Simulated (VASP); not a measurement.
Write the native input for VASP 6.6.1 that does the following.

```yaml
Task: single point
Functional: r2SCAN
Potentials_or_basis: VASP PAW PBE potentials, release 64 (La, As_d, Lu)
Cutoff: 560 eV
k_mesh: 6 × 6 × 4
Occupations: fermi-dirac, width 0.02 eV
Spin: no spin polarisation
Dipole_correction: no
Further_INCAR_settings: ALGO = Normal; EDIFF = 1e-06; NBANDS = 41
```

Crystal: LaLuAs2.

```
La As Lu
1.0
     4.30609    0.00000    0.00000
     0.00000    4.30609    0.00000
     0.00000    0.00000    6.06884
La As Lu
1 2 1
Cartesian
  0.0000 0.0000 0.0000
  0.0000 0.0000 3.0344
  2.1530 2.1530 0.0000
  2.1530 2.1530 3.0344
```

One way to write it, as run:

POSCAR

```
LaLuAs2
1.0
    4.3060901024      0.0000000000      0.0000000000
    0.0000000000      4.3060901024      0.0000000000
    0.0000000000      0.0000000000      6.0688422884
La As Lu
1 2 1
Direct
    0.0000000000      0.0000000000      0.0000000000
    0.0000000000      0.0000000000      0.5000000000
    0.5000000000      0.5000000000      0.0000000000
    0.5000000000      0.5000000000      0.5000000000
```

INCAR.step1

```
SYSTEM = LaLuAs2
  PREC = Accurate
  ENCUT = 560
  ISMEAR = -1
  SIGMA = 0.02
  LREAL = .False.
  LASPH = .True.
  NELM = 200
  NBANDS = 41
  GGA = PE
  ALGO = Normal
  EDIFF = 1E-5
  LWAVE = .True.
  LCHARG = .False.
  GGA_COMPAT = .False.
  LMAXMIX = 6
```

INCAR.step2

```
SYSTEM = LaLuAs2
  PREC = Accurate
  ENCUT = 560
  EDIFF = 1E-6
  ISMEAR = -1
  SIGMA = 0.02
  LREAL = .False.
  LASPH = .True.
  NELM = 200
  ALGO = Normal
  ISIF = 2
  LWAVE = .False.
  LCHARG = .True.
  METAGGA = R2SCAN
  LMIXTAU = .True.
  LELF = .True.
  LVHAR = .True.
  NBANDS = 41
  ISTART = 1
  GGA_COMPAT = .False.
  LMAXMIX = 6
```

KPOINTS

```
Automatic mesh
0
Gamma
  6 6 4
  0 0 0
```

Potentials or basis: VASP PAW PBE potentials, release 64 (La, As_d, Lu).

Run with:

```bash
$ cat potpaw_PBE.64/La/POTCAR potpaw_PBE.64/As_d/POTCAR potpaw_PBE.64/Lu/POTCAR > POTCAR
$ cp INCAR.step1 INCAR
$ mpirun -np 1 vasp_std > vasp.out
$ cp INCAR.step2 INCAR
$ mpirun -np 1 vasp_std > vasp.out
```

It gave:

```
Pressure               : -3.9 GPa
Band gap on the k mesh : zero (bands 33 and 34 overlap by 0.02 eV)
```

Caveat: the cell stands under tension; semilocal functionals underestimate gaps, and a narrow one can read as zero; the PAW data sets were made with another functional, which shifts forces and pressure a little; spin-orbit coupling is left out, which moves the levels of the heavy elements.

Run time: 14 min on 1 thread of Intel(R) Xeon(R) Platinum 8488C (Sapphire Rapids), with other jobs on the host, peak memory 0.38 GiB.
